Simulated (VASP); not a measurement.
# KBr (I4/mmm) in VASP: further runs, part 2 of 2

VASP 6.6.1. Earlier steps stand in the parts before.

## (3) Single point, r2SCAN (strain +0.000 along x and y, +0.080 along z)

Input file POSCAR:

```
KBr
1.0
    0.0000000000      3.2925000000      3.5559000000
    3.2925000000      0.0000000000      3.5559000000
    3.2925000000      3.2925000000      0.0000000000
K Br
1 1
Direct
    0.0000000000      0.0000000000      0.0000000000
    0.5000000000      0.5000000000      0.5000000000
```

Input file INCAR.step1:

```
SYSTEM = KBr
  PREC = Accurate
  ENCUT = 520
  ISMEAR = 0
  SIGMA = 0.05
  LREAL = .FALSE.
  LASPH = .TRUE.
  NELM = 80
  NBANDS = 15
  GGA = PE
  ALGO = Normal
  EDIFF = 1E-4
  LWAVE = .TRUE.
  LCHARG = .FALSE.
```

Input file INCAR.step2:

```
SYSTEM = KBr
  PREC = Accurate
  ENCUT = 520
  EDIFF = 1E-6
  ISMEAR = 0
  SIGMA = 0.05
  LREAL = .FALSE.
  LASPH = .TRUE.
  NELM = 80
  ALGO = Normal
  ISIF = 2
  LWAVE = .FALSE.
  LCHARG = .FALSE.
  METAGGA = R2SCAN
  LMIXTAU = .TRUE.
  NBANDS = 15
  ISTART = 1
```

Input file KPOINTS:

```
regular mesh
0
G
  6 6 6
  0 0 0
```

Potentials or basis: VASP PAW PBE potentials, release 64 (K_sv, Br).

Command:

```bash
> cat potpaw_PBE.64/K_sv/POTCAR potpaw_PBE.64/Br/POTCAR > POTCAR
> cp INCAR.step1 INCAR
> mpirun -np 1 vasp_std > vasp.out
> cp INCAR.step2 INCAR
> mpirun -np 1 vasp_std > vasp.out
```

OUTCAR:

```text
SYSTEM = KBr
   PREC = Accurate
   ENCUT = 520
   EDIFF = 1E-6
   ISMEAR = 0
   LREAL = .FALSE.
   LASPH = .TRUE.
   NELM = 80
   ISIF = 2
   METAGGA = R2SCAN
   ISTART = 1

 ion  position               nearest neighbor table
   1  0.000  0.000  0.000-   2 3.29   2 3.29   2 3.29   2 3.29
   2  0.500  0.500  0.500-   1 3.29   1 3.29   1 3.29   1 3.29

  LATTYP: Found a body centered tetragonal cell.
 ALAT       =     4.6562981541
 C/A-ratio  =     1.5273506474

  Lattice vectors:

 A1 = (  -3.2925000000,   0.0000000000,   3.5559000000)
 A2 = (   3.2925000000,   0.0000000000,   3.5559000000)
 A3 = (   0.0000000000,   3.2925000000,  -3.5559000000)

Analysis of symmetry for initial positions (statically):
=====================================================================
 Subroutine PRICEL returns:
 Original cell was already a primitive cell.

 Routine SETGRP: Setting up the symmetry group for a
 body centered tetragonal supercell.

 Subroutine GETGRP returns: Found 16 space group operations
 (whereof 16 operations were pure point group operations)
 out of a pool of 16 trial point group operations.

The static configuration has the point symmetry D_4h.

Analysis of symmetry for dynamics (positions and initial velocities):
=====================================================================
 Subroutine PRICEL returns:
 Original cell was already a primitive cell.

 Routine SETGRP: Setting up the symmetry group for a
 body centered tetragonal supercell.

 Subroutine GETGRP returns: Found 16 space group operations
 (whereof 16 operations were pure point group operations)
 out of a pool of 16 trial point group operations.

The dynamic configuration has the point symmetry D_4h.

 Subroutine INISYM returns: Found 16 space group operations
 (whereof 16 operations are pure point group operations),
 and found     1 'primitive' translations

----------------------------------------------------------------------------------------

[... 121 lines left out ...]
   LEPSILON=     F    determine dielectric tensor
   LRPA    =     F    only Hartree local field effects (RPA)
 non-spin polarized calculation
 Gauss-broadening in eV      SIGMA  =   0.05
  energy-cutoff  :      520.00
  volume of cell :       77.10
 maximum number of plane-waves:      2126
   NGX = 19   NGY = 19   NGZ = 17

 number of electron      16.0000003 magnetization

 Free energy of the ion-electron system (eV)
  ---------------------------------------------------
  ext. energy  EPLUGINS =         0.00000000
  ---------------------------------------------------
  free energy    TOTEN  =       -23.21433867 eV

  energy without entropy =      -23.21433867  energy(sigma->0) =      -23.21433867

 E-fermi :  -2.1315     XC(G=0):  -7.4400

 val. band max:       -2.4020425919   @ k =   0.0000   0.0000   0.0000
 cond. band min:       2.4704329380   @ k =   0.0000   0.0000   0.0000
 fundamental gap:      4.8724755300
 Fermi energy:        -2.1315413969

 k-point     1 :       0.0000    0.0000    0.0000
  band No.  band energies     occupation
      1     -31.4349      2.00000
      2     -15.0627      2.00000
      3     -14.1505      2.00000
      4     -14.1314      2.00000
      5     -14.1314      2.00000
      6      -2.4242      2.00000
      7      -2.4020      2.00000
      8      -2.4020      2.00000
      9       2.4704      0.00000
     10       5.5286      0.00000
     11       5.9765      0.00000
     12       5.9765      0.00000
     13       6.6077      0.00000
     14       6.9192      0.00000
[... 401 lines left out ...]
      2     -15.0531      2.00000
      3     -14.1756      2.00000
      4     -14.1667      2.00000
      5     -14.0949      2.00000
      6      -3.1333      2.00000
      7      -2.8075      2.00000
      8      -2.6907      2.00000
      9       4.3881      0.00000
     10       5.4992      0.00000
     11       7.0188      0.00000
     12       7.9090      0.00000
     13       8.0175      0.00000
     14       8.5987      0.00000
     15       9.1741      0.00000

 [... further k-points ...]

------------------------ aborting loop because EDIFF is reached ----------------------------------------

  FORCE on cell =-STRESS in cart. coord.  units (eV):
  Direction    XX          YY          ZZ          XY          YZ          ZX
  --------------------------------------------------------------------------------------
  -------------------------------------------------------------------------------------
  Total       -0.0746688     -0.0746688     -0.8298350      0.0000000     -0.0000000      0.0000000
  in kB       -1.5517396     -1.5517396    -17.2453196      0.0000000     -0.0000000      0.0000000
  external PRESSURE =      -6.7829329 kB  Pullay stress =       0.0000000 kB

 VOLUME and BASIS-vectors are now :
 -----------------------------------------------------------------------------
  energy-cutoff  :      520.00
  volume of cell :       77.10
      direct lattice vectors                 reciprocal lattice vectors
     0.000000000  3.292500000  3.555900000    -0.151860289  0.151860289  0.140611378
     3.292500000  0.000000000  3.555900000     0.151860289 -0.151860289  0.140611378
     3.292500000  3.292500000  0.000000000     0.151860289  0.151860289 -0.140611378

 POSITION                                       TOTAL-FORCE (eV/Angst)
 -----------------------------------------------------------------------------------
      0.00000      0.00000      0.00000         0.000000      0.000000      0.000000
      3.29250      3.29250      3.55590        -0.000000     -0.000000     -0.000000
 -----------------------------------------------------------------------------------
    total drift:                                0.000000      0.000000      0.000000

  FREE ENERGIE OF THE ION-ELECTRON SYSTEM (eV)
  ---------------------------------------------------
  free  energy   TOTEN  =       -23.2143386671 eV

  energy  without entropy=      -23.2143386671  energy(sigma->0) =      -23.21433867
```

Wall time 89 s (1 thread of AMD EPYC 9R45 (Zen 5), shared host); peak memory 0.2 GiB.

What came out:

* Free energy: -23.2143 eV
* Pressure: -0.7 GPa
* Band gap on the k mesh: 4.87 eV, direct

Caveat: the cell differs from its parent crystal (strain +0.000 along x and y, +0.080 along z); the PAW data sets were made with another functional, which shifts forces and pressure a little.

## (4) Single point, r2SCAN (strain +0.040 along x and y, +0.000 along z)

Input file POSCAR:

```
KBr
1.0
    0.0000000000      3.4242000000      3.2925000000
    3.4242000000      0.0000000000      3.2925000000
    3.4242000000      3.4242000000      0.0000000000
K Br
1 1
Direct
    0.0000000000      0.0000000000      0.0000000000
    0.5000000000      0.5000000000      0.5000000000
```

Changes to INCAR.step1 since step 3:

```diff
@@ -7,3 +7,3 @@
   LASPH = .TRUE.
-  NELM = 80
+  NELM = 60
   NBANDS = 15
```

Changes to INCAR.step2 since step 3:

```diff
@@ -8,3 +8,3 @@
   LASPH = .TRUE.
-  NELM = 80
+  NELM = 60
   ALGO = Normal
```

KPOINTS is that of step 3.

Command:

```bash
> cat potpaw_PBE.64/K_sv/POTCAR potpaw_PBE.64/Br/POTCAR > POTCAR
> cp INCAR.step1 INCAR
> mpirun -np 1 vasp_std > vasp.out
> cp INCAR.step2 INCAR
> mpirun -np 1 vasp_std > vasp.out
```

Run time: 93 s. Hardware: 1 thread of AMD EPYC 9R45 (Zen 5), shared host; peak memory 0.2 GiB.

Results (log left out):

| Property | Result |
| --- | --- |
| Free energy | -23.2278 eV |
| Pressure | -0.9 GPa |
| Band gap on the k mesh | 4.87 eV, direct |

Stress tensor (GPa, compression positive):
```
-1.19  0.00  0.00
 0.00 -1.19  0.00
 0.00  0.00 -0.18
```

Levels at points of the mesh, in eV from the valence-band top:
| k point | band 5 | band 6 | band 7 | band 8 | band 9 | band 10 | band 11 | band 12 |
| --- | --- | --- | --- | --- | --- | --- | --- | --- |
| (0.00, 0.00, 0.00) | -11.74 | -0.01 | -0.01 | 0.00 | 4.87 | 8.14 | 8.14 | 8.37 |
| (0.50, 0.00, 0.00) | -11.52 | -1.04 | -0.29 | -0.28 | 6.97 | 8.58 | 10.33 | 10.35 |
| (0.50, 0.50, 0.00) | -11.78 | -0.72 | -0.30 | -0.30 | 6.38 | 7.80 | 9.86 | 10.14 |
| (0.50, 0.00, 0.50) | -11.77 | -0.77 | -0.27 | -0.24 | 6.45 | 7.74 | 9.65 | 10.06 |

Caveat: the cell differs from its parent crystal (strain +0.040 along x and y, +0.000 along z); the PAW data sets were made with another functional, which shifts forces and pressure a little.

## (5) Single point, r2SCAN (strain +0.080 along x and y, -0.040 along z)

Input file POSCAR:

```
KBr
1.0
    0.0000000000      3.5559000000      3.1608000000
    3.5559000000      0.0000000000      3.1608000000
    3.5559000000      3.5559000000      0.0000000000
K Br
1 1
Direct
    0.0000000000      0.0000000000      0.0000000000
    0.5000000000      0.5000000000      0.5000000000
```

Input file INCAR.step1:

```
  ALGO = Normal
  EDIFF = 1E-4
  ENCUT = 520
  GGA = PE
  ISMEAR = 0
  LASPH = T
  LCHARG = F
  LREAL = F
  LWAVE = T
  NBANDS = 15
  NELM = 100
  PREC = Accurate
  SIGMA = 0.05
```

Input file INCAR.step2:

```
  ALGO = Normal
  EDIFF = 1E-6
  ENCUT = 520
  ISIF = 2
  ISMEAR = 0
  ISTART = 1
  LASPH = T
  LCHARG = T
  LELF = T
  LMIXTAU = T
  LREAL = F
  LVHAR = T
  LWAVE = F
  METAGGA = R2SCAN
  NBANDS = 15
  NELM = 100
  PREC = Accurate
  SIGMA = 0.05
```

Input file KPOINTS:

```
k-points
0
Gamma
  6 6 6
```

Potentials or basis: VASP PAW PBE potentials, release 64 (K_sv, Br).

Command:

```bash
> cat potpaw_PBE.64/K_sv/POTCAR potpaw_PBE.64/Br/POTCAR > POTCAR
> cp INCAR.step1 INCAR
> mpirun -np 1 vasp_std > vasp.out
> cp INCAR.step2 INCAR
> mpirun -np 1 vasp_std > vasp.out
```

OUTCAR:

```text
EDIFF = 1E-6
   ENCUT = 520
   ISIF = 2
   ISMEAR = 0
   ISTART = 1
   LASPH = T
   LREAL = F
   METAGGA = R2SCAN
   NELM = 100
   PREC = Accurate

 ion  position               nearest neighbor table
   1  0.000  0.000  0.000-   2 3.16   2 3.16
   2  0.500  0.500  0.500-   1 3.16   1 3.16

  LATTYP: Found a body centered tetragonal cell.
 ALAT       =     5.0288020064
 C/A-ratio  =     1.2570787221

  Lattice vectors:

 A1 = (   0.0000000000,  -3.5559000000,  -3.1608000000)
 A2 = (   0.0000000000,   3.5559000000,  -3.1608000000)
 A3 = (   3.5559000000,   0.0000000000,   3.1608000000)

Analysis of symmetry for initial positions (statically):
=====================================================================
 Subroutine PRICEL returns:
 Original cell was already a primitive cell.

 Routine SETGRP: Setting up the symmetry group for a
 body centered tetragonal supercell.

 Subroutine GETGRP returns: Found 16 space group operations
 (whereof 16 operations were pure point group operations)
 out of a pool of 16 trial point group operations.

The static configuration has the point symmetry D_4h.

Analysis of symmetry for dynamics (positions and initial velocities):
=====================================================================
 Subroutine PRICEL returns:
 Original cell was already a primitive cell.

 Routine SETGRP: Setting up the symmetry group for a
 body centered tetragonal supercell.

 Subroutine GETGRP returns: Found 16 space group operations
 (whereof 16 operations were pure point group operations)
 out of a pool of 16 trial point group operations.

The dynamic configuration has the point symmetry D_4h.

 Subroutine INISYM returns: Found 16 space group operations
 (whereof 16 operations are pure point group operations),
 and found     1 'primitive' translations

----------------------------------------------------------------------------------------

[... 115 lines left out ...]
  Thomas-Fermi vector in A             =   2.086685
   LORBIT       =      0    0 simple, 1 ext, 2 COOP (PROOUT), +10 PAW based schemes
   METAGGA = R2SCAN    functional components
   LHFCALC =     F    Hartree Fock is set to
   AEXX    =    0.0000 exact exchange contribution
   IVDW    =     0    specifies the selected vdW correction
   LEPSILON=     F    determine dielectric tensor
   LRPA    =     F    only Hartree local field effects (RPA)
 non-spin polarized calculation
 Gauss-broadening in eV      SIGMA  =   0.05
  energy-cutoff  :      520.00
  volume of cell :       79.93
 maximum number of plane-waves:      2172
   NGX = 17   NGY = 17   NGZ = 19

 number of electron      16.0000001 magnetization

 Free energy of the ion-electron system (eV)
  ---------------------------------------------------
  ext. energy  EPLUGINS =         0.00000000
  ---------------------------------------------------
  free energy    TOTEN  =       -23.16117604 eV

  energy without entropy =      -23.16117604  energy(sigma->0) =      -23.16117604

 E-fermi :  -2.2643     XC(G=0):  -7.2769

 val. band max:       -2.5098064370   @ k =   0.0000   0.0000   0.0000
 cond. band min:       2.2463245355   @ k =   0.0000   0.0000   0.0000
 fundamental gap:      4.7561309725
 Fermi energy:        -2.2643380715

 k-point     1 :       0.0000    0.0000    0.0000
  band No.  band energies     occupation
      1     -31.6221      2.00000
      2     -15.1576      2.00000
      3     -14.3325      2.00000
      4     -14.3325      2.00000
      5     -14.3176      2.00000
      6      -2.5412      2.00000
      7      -2.5412      2.00000
      8      -2.5098      2.00000
      9       2.2463      0.00000
     10       5.4922      0.00000
     11       5.4922      0.00000
     12       6.1569      0.00000
     13       6.3062      0.00000
     14       6.9474      0.00000
[... 401 lines left out ...]
      2     -15.1727      2.00000
      3     -14.3732      2.00000
      4     -14.3419      2.00000
      5     -14.2536      2.00000
      6      -3.2381      2.00000
      7      -2.8848      2.00000
      8      -2.7401      2.00000
      9       4.4005      0.00000
     10       5.2026      0.00000
     11       6.5464      0.00000
     12       7.5534      0.00000
     13       7.7699      0.00000
     14       8.3608      0.00000
     15       8.6193      0.00000

 [... further k-points ...]
[... 5 lines left out ...]
  --------------------------------------------------------------------------------------
  -------------------------------------------------------------------------------------
  Total       -0.8822583     -0.8822583      0.6781496      0.0000000      0.0000000      0.0000000
  in kB      -17.6839897    -17.6839897     13.5928342      0.0000000      0.0000000      0.0000000
  external PRESSURE =      -7.2583817 kB  Pullay stress =       0.0000000 kB

 VOLUME and BASIS-vectors are now :
 -----------------------------------------------------------------------------
  energy-cutoff  :      520.00
  volume of cell :       79.93
      direct lattice vectors                 reciprocal lattice vectors
     0.000000000  3.555900000  3.160800000    -0.140611378  0.140611378  0.158187801
     3.555900000  0.000000000  3.160800000     0.140611378 -0.140611378  0.158187801
     3.555900000  3.555900000  0.000000000     0.140611378  0.140611378 -0.158187801

 POSITION                                       TOTAL-FORCE (eV/Angst)
 -----------------------------------------------------------------------------------
      0.00000      0.00000      0.00000        -0.000000      0.000000      0.000000
      3.55590      3.55590      3.16080         0.000000     -0.000000      0.000000
 -----------------------------------------------------------------------------------
    total drift:                                0.000000      0.000000      0.000000

  FREE ENERGIE OF THE ION-ELECTRON SYSTEM (eV)
  ---------------------------------------------------
  free  energy   TOTEN  =       -23.1611760444 eV

  energy  without entropy=      -23.1611760444  energy(sigma->0) =      -23.16117604
```

OUTCAR.step1:

```text
EDIFF = 1E-4
   ENCUT = 520
   GGA = PE
   ISMEAR = 0
   LASPH = T
[... 653 lines left out ...]
 -----------------------------------------------------------------------------------
      0.00000      0.00000      0.00000        -0.000000     -0.000000      0.000000
      3.55590      3.55590      3.16080         0.000000      0.000000      0.000000
 -----------------------------------------------------------------------------------
    total drift:                                0.000000      0.000000      0.000000

  FREE ENERGIE OF THE ION-ELECTRON SYSTEM (eV)
  ---------------------------------------------------
  free  energy   TOTEN  =        -6.1628561110 eV

  energy  without entropy=       -6.1628561110  energy(sigma->0) =       -6.16285611
```

OSZICAR.step1:

```text
N       E                     dE             d eps       ncg     rms          rms(c)
DAV:   1     0.101905025366E+03    0.10191E+03   -0.68471E+03   900   0.930E+02
DAV:   2     0.611603631453E+00   -0.10129E+03   -0.93298E+02  1173   0.224E+02
DAV:   3    -0.605381586190E+01   -0.66654E+01   -0.66309E+01  1209   0.511E+01
DAV:   4    -0.637276277968E+01   -0.31895E+00   -0.31887E+00  1479   0.916E+00
DAV:   5    -0.637474834595E+01   -0.19856E-02   -0.19856E-02  1251   0.794E-01    0.294E+00
DAV:   6    -0.616760517361E+01    0.20714E+00   -0.26233E-01  1201   0.235E+00    0.210E+00
DAV:   7    -0.615078030731E+01    0.16825E-01   -0.12811E-01  1236   0.186E+00    0.101E+00
DAV:   8    -0.616164857361E+01   -0.10868E-01   -0.16038E-02  1088   0.872E-01    0.131E-01
DAV:   9    -0.616237027354E+01   -0.72170E-03   -0.85669E-04  1278   0.178E-01    0.868E-02
DAV:  10    -0.616284481247E+01   -0.47454E-03   -0.51736E-04   949   0.130E-01    0.179E-02
DAV:  11    -0.616285611104E+01   -0.11299E-04   -0.23615E-05   982   0.308E-02
   1 F= -.61628561E+01 E0= -.61628561E+01  d E =-.103455E-20
```

It took 88 s on 1 thread of AMD EPYC 9R45 (Zen 5), shared host; peak memory 0.21 GiB.

Results:

| Quantity | Value |
| --- | --- |
| Free energy | -23.1612 eV |
| Pressure | -0.7 GPa |
| Band gap on the k mesh | 4.76 eV, direct |

Stress tensor (GPa, compression positive):
```
-1.77  0.00  0.00
 0.00 -1.77  0.00
 0.00  0.00  1.36
```

Levels at points of the mesh, in eV from the valence-band top:
| k point | band 5 | band 6 | band 7 | band 8 | band 9 | band 10 | band 11 | band 12 |
| --- | --- | --- | --- | --- | --- | --- | --- | --- |
| (0.00, 0.00, 0.00) | -11.81 | -0.03 | -0.03 | 0.00 | 4.76 | 8.00 | 8.00 | 8.67 |
| (0.50, 0.00, 0.00) | -11.53 | -1.02 | -0.30 | -0.29 | 6.87 | 8.39 | 10.02 | 10.23 |
| (0.50, 0.50, 0.00) | -11.85 | -0.63 | -0.36 | -0.36 | 6.31 | 7.80 | 9.91 | 10.21 |
| (0.50, 0.00, 0.50) | -11.83 | -0.77 | -0.25 | -0.19 | 6.54 | 7.56 | 9.27 | 9.98 |

Caveat: the cell differs from its parent crystal (strain +0.080 along x and y, -0.040 along z); the PAW data sets were made with another functional, which shifts forces and pressure a little.

## (6) The runs side by side

```tsv
cell	gap on the mesh (eV)	pressure (GPa)
a = 4.671, b = 4.671, c = 5.029 Å, angles 57.4, 57.4, 65.1°, 2 atoms	4.78	0.4
a = 4.846, b = 4.846, c = 4.656 Å, angles 61.3, 61.3, 57.4°, 2 atoms	4.87	-0.7
a = 4.750, b = 4.750, c = 4.843 Å, angles 59.4, 59.4, 61.3°, 2 atoms	4.87	-0.9
a = 4.758, b = 4.758, c = 5.029 Å, angles 58.1, 58.1, 63.8°, 2 atoms	4.76	-0.7
```

Alike in all rows: task single point; level r2SCAN; potentials or basis VASP PAW PBE potentials, release 64 (K_sv, Br); no spin polarisation; k mesh 6 × 6 × 6; cutoff (eV) 520; smearing gaussian 0.05 eV.

Caveats: the PAW data sets were made with another functional, which shifts forces and pressure a little.

Total energies depend on the potentials used, so only differences within one code and one set of settings carry meaning.
